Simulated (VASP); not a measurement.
# Si2C2F in VASP: single point with PBEsol

Aim: the single point of Si2C2F with PBEsol.

Everything below comes from runs of VASP 6.6.1. Logs are shortened: lines on timing, memory, paths and dates and some standing lists are left out, and cuts for length are marked.

## 1. The cell of the first run

The cell holds a slab with vacuum, 20 atoms: a = 3.081 Å, b = 4.357 Å, c = 26.283 Å, α = 90.00°, β = 90.00°, γ = 90.00°.

## 2. Single point, PBEsol

INCAR

```
ALGO = Normal
EDIFF = 1E-6
ENCUT = 520
GGA = PS
ISIF = 2
ISMEAR = -1
LASPH = True
LCHARG = True
LELF = True
LREAL = Auto
LVHAR = True
LWAVE = False
NBANDS = 62
NELM = 80
PREC = Accurate
SIGMA = 0.05
```

KPOINTS

```
k-points
0
Gamma
  6 4 1
```

POSCAR

```
Si2C2F
1.0
    2.1784270000     -2.1784270000      0.0000000000
    0.0000000000      0.0000000000      4.3568530000
  -18.5846480000    -18.5846480000      0.0000000000
Si C F
8 8 4
Direct
    0.9988620000      0.0108760000      0.5289130000
    0.9988530000      0.0063990000      0.2946300000
    0.9988620000      0.0082780000      0.6452000000
    0.9988600000      0.0100580000      0.4115970000
    0.4988370000      0.5064210000      0.7053000000
    0.4988600000      0.5108790000      0.4710370000
    0.4988620000      0.5100660000      0.5883500000
    0.4988540000      0.5082830000      0.3547540000
    0.9988390000      0.2672120000      0.7021700000
    0.9988690000      0.2608690000      0.4702650000
    0.9988670000      0.2614640000      0.5872930000
    0.9988550000      0.2601520000      0.3525200000
    0.4988590000      0.7601690000      0.6474200000
    0.4988640000      0.7614550000      0.4126590000
    0.4988710000      0.7608690000      0.5296830000
    0.4988500000      0.7671760000      0.2977820000
    0.9988600000      0.1355570000      0.2383620000
    0.9988430000      0.0811500000      0.7461730000
    0.4988520000      0.6357800000      0.7615540000
    0.4988280000      0.5807890000      0.2538140000
```

Potentials or basis: VASP PAW PBE potentials, release 64 (Si, C, F).

Command:

```sh
cat potpaw_PBE.64/Si/POTCAR potpaw_PBE.64/C/POTCAR potpaw_PBE.64/F/POTCAR > POTCAR
mpirun -np 1 vasp_std > vasp.out
```

OUTCAR:

```text
EDIFF = 1E-6
   ENCUT = 520
   GGA = PS
   ISIF = 2
   ISMEAR = -1
   LASPH = True
   LREAL = Auto
   NELM = 80
   PREC = Accurate

 ion  position               nearest neighbor table
   1  0.999  0.011  0.529-  11 1.88  15 1.89  15 1.89  10 1.89   3 3.06   6 3.07   6 3.07   6 3.07
                             6 3.07   4 3.08   7 3.09   7 3.09   7 3.09   7 3.09
   2  0.999  0.006  0.295-  17 1.58  16 1.86  16 1.86  12 1.88   4 3.07   8 3.10   8 3.10   8 3.11
                             8 3.11
   3  0.999  0.008  0.645-   9 1.87  11 1.88  13 1.88  13 1.88   7 3.05   7 3.05   1 3.06   7 3.06
                             7 3.06   5 3.09   5 3.09   5 3.11   5 3.11
   4  0.999  0.010  0.412-  14 1.88  14 1.88  10 1.89  12 1.90   8 3.05   8 3.05   8 3.06   8 3.06
                             2 3.07   1 3.08   6 3.09   6 3.09   6 3.09   6 3.09
   5  0.499  0.506  0.705-  19 1.58   9 1.86   9 1.86  13 1.88   7 3.07   3 3.09   3 3.09   3 3.11
                             3 3.11
   6  0.499  0.511  0.471-  14 1.88  10 1.89  10 1.89  15 1.89   8 3.06   1 3.07   1 3.07   1 3.07
                             1 3.07   7 3.08   4 3.09   4 3.09   4 3.09   4 3.09
   7  0.499  0.510  0.588-  11 1.88  11 1.88  15 1.89  13 1.90   3 3.05   3 3.05   3 3.06   3 3.06
                             5 3.07   6 3.08   1 3.09   1 3.09   1 3.09   1 3.09
   8  0.499  0.508  0.355-  16 1.87  14 1.88  12 1.88  12 1.88   4 3.05   4 3.05   6 3.06   4 3.06
                             4 3.06   2 3.10   2 3.10   2 3.11   2 3.11
   9  0.999  0.267  0.702-  18 1.41   5 1.86   5 1.86   3 1.87
  10  0.999  0.261  0.470-   6 1.89   6 1.89   1 1.89   4 1.89
  11  0.999  0.261  0.587-   3 1.88   1 1.88   7 1.88   7 1.88
  12  0.999  0.260  0.353-   2 1.88   8 1.88   8 1.88   4 1.90
  13  0.499  0.760  0.647-   5 1.88   3 1.88   3 1.88   7 1.90
  14  0.499  0.761  0.413-   8 1.88   6 1.88   4 1.88   4 1.88
  15  0.499  0.761  0.530-   1 1.89   1 1.89   6 1.89   7 1.89
  16  0.499  0.767  0.298-  20 1.41   2 1.86   2 1.86   8 1.87
  17  0.999  0.136  0.238-   2 1.58
  18  0.999  0.081  0.746-   9 1.41
  19  0.499  0.636  0.762-   5 1.58
  20  0.499  0.581  0.254-  16 1.41

  LATTYP: Found a simple orthorhombic cell.
 ALAT       =     3.0807610080
 B/A-ratio  =     1.4142132378
 C/A-ratio  =     8.5312236765

  Lattice vectors:

 A1 = (   2.1784270000,  -2.1784270000,   0.0000000000)
 A2 = (   0.0000000000,   0.0000000000,   4.3568530000)
 A3 = ( -18.5846480000, -18.5846480000,   0.0000000000)

Analysis of symmetry for initial positions (statically):
=====================================================================
 Subroutine PRICEL returns:
 Original cell was already a primitive cell.

 Routine SETGRP: Setting up the symmetry group for a
 simple orthorhombic supercell.

 Subroutine GETGRP returns: Found  1 space group operations
 (whereof  1 operations were pure point group operations)
[... 153 lines left out ...]
   NUPDOWN=      -1.0000    fix difference up-down
   EMIN   =  10.00;   EMAX   =-10.00  energy-range for DOS
   EFERMI =   0.00;   METHOD = LEGACY
   ISMEAR =    -1;   SIGMA  =   0.05  broadening in eV -4-tet -1-fermi 0-gaus
   EFERMI_NEDOS =   21; number of points for ismear=-14 and -15
   IALGO  =     38    algorithm
   IMIX   =      4    mixing-type and parameters
     AMIX     =   0.40;   BMIX     =  1.00
     AMIX_MAG =   1.60;   BMIX_MAG =  1.00
  volume/ion in A,a.u.               =      17.64       119.03
  Fermi-wavevector in a.u.,A,eV,Ry     =   1.045933  1.976527 14.884456  1.093977
  Thomas-Fermi vector in A             =   2.180750
   LORBIT       =      0    0 simple, 1 ext, 2 COOP (PROOUT), +10 PAW based schemes
   GGA     = PS    functional components
   LHFCALC =     F    Hartree Fock is set to
   AEXX    =    0.0000 exact exchange contribution
   IVDW    =     0    specifies the selected vdW correction
   LEPSILON=     F    determine dielectric tensor
   LRPA    =     F    only Hartree local field effects (RPA)
 non-spin polarized calculation
  energy-cutoff  :      520.00
  volume of cell :      352.78
 maximum number of plane-waves:      9564
 NGX is ok and might be reduce to    24
   NGX = 11   NGY = 17   NGZ = 97

 number of electron      92.0000042 magnetization

 Free energy of the ion-electron system (eV)
  ---------------------------------------------------
  ext. energy  EPLUGINS =         0.00000000
  ---------------------------------------------------
  free energy    TOTEN  =      -144.42520397 eV

  energy without entropy =     -144.42520381  energy(sigma->0) =     -144.42520389

 E-fermi :   1.2008     XC(G=0):  -6.8401

 val. band max:        0.4840124922   @ k =   0.0000   0.0000   0.0000
 cond. band min:       1.9315718688   @ k =   0.5000   0.0000   0.0000
 fundamental gap:      1.4475593766
 Fermi energy:         1.2007626307

 k-point     1 :       0.0000    0.0000    0.0000
  band No.  band energies     occupation
      1     -23.9056      2.00000
      2     -23.9047      2.00000
      3     -22.8671      2.00000
      4     -22.8671      2.00000
      5     -15.1419      2.00000
      6     -14.5641      2.00000
[... 843 lines left out ...]
     57       7.3108      0.00000
     58       7.3112      0.00000
 [bands above 58 left out]

------------------------ aborting loop because EDIFF is reached ----------------------------------------

  FORCE on cell =-STRESS in cart. coord.  units (eV):
  Direction    XX          YY          ZZ          XY          YZ          ZX
  --------------------------------------------------------------------------------------
  -------------------------------------------------------------------------------------
  Total        3.6451755      3.6434021      7.7258036     -2.0779723      0.0003963      0.0036397
  in kB       16.5549840     16.5469300     35.0876267     -9.4373506      0.0018000      0.0165302
  external PRESSURE =      22.7298469 kB  Pullay stress =       0.0000000 kB

 VOLUME and BASIS-vectors are now :
 -----------------------------------------------------------------------------
  energy-cutoff  :      520.00
  volume of cell :      352.78
      direct lattice vectors                 reciprocal lattice vectors
     2.178427000 -2.178427000  0.000000000     0.229523413 -0.229523413  0.000000000
     0.000000000  0.000000000  4.356853000     0.000000000  0.000000000  0.229523466
   -18.584648000-18.584648000  0.000000000    -0.026903926 -0.026903926  0.000000000

 POSITION                                       TOTAL-FORCE (eV/Angst)
 -----------------------------------------------------------------------------------
     -7.65371    -12.00561      0.04739         0.000073      0.000936     -0.000234
     -3.29967     -7.65152      0.02788        -0.179293     -0.179197     -0.091180
     -9.81487    -14.16676      0.03607         0.000768      0.004917      0.006429
     -5.47344     -9.82533      0.04382        -0.001944     -0.000483     -0.008659
    -12.02107    -14.19443      2.20640         0.179287      0.178957     -0.090678
     -7.66733     -9.84079      2.22582        -0.001108     -0.000955     -0.000468
[... 12 lines left out ...]
    -13.06650    -15.23993      2.77000        -0.196716     -0.197204      0.112099
     -3.63038     -5.80370      2.53041         0.193285      0.192416     -0.213215
 -----------------------------------------------------------------------------------
    total drift:                               -0.000432     -0.002389     -0.003900

  FREE ENERGIE OF THE ION-ELECTRON SYSTEM (eV)
  ---------------------------------------------------
  free  energy   TOTEN  =      -144.4252039684 eV

  energy  without entropy=     -144.4252038121  energy(sigma->0) =     -144.42520389
```

Wall time 15 min (1 thread of Intel Xeon 8259CL, shared host); peak memory 0.5 GiB.

What came out:

```
Free energy            : -144.4252 eV
Largest force          : 0.347 eV/Å
Band gap on the k mesh : 1.45 eV (least direct gap 1.47 eV)
```

Forces on the atoms (eV/Å):
```
Si   0.000  0.001  0.000
Si  -0.179 -0.179 -0.091
Si   0.001  0.005  0.006
Si  -0.002  0.000 -0.009
Si   0.179  0.179 -0.091
Si  -0.001 -0.001  0.000
Si   0.001  0.002 -0.009
Si  -0.004 -0.001  0.007
C    0.188  0.187  0.188
C    0.006  0.006  0.005
C    0.003 -0.002 -0.004
C    0.002  0.004  0.005
C   -0.002 -0.003  0.005
C    0.003 -0.004 -0.003
C   -0.005 -0.004  0.006
C   -0.189 -0.189  0.188
F    0.196  0.196  0.112
F   -0.193 -0.193 -0.214
F   -0.197 -0.197  0.112
F    0.193  0.192 -0.213
```

Caveat: there is no dipole correction, which matters where the two faces differ; the PAW data sets were made with another functional, which shifts forces and pressure a little.
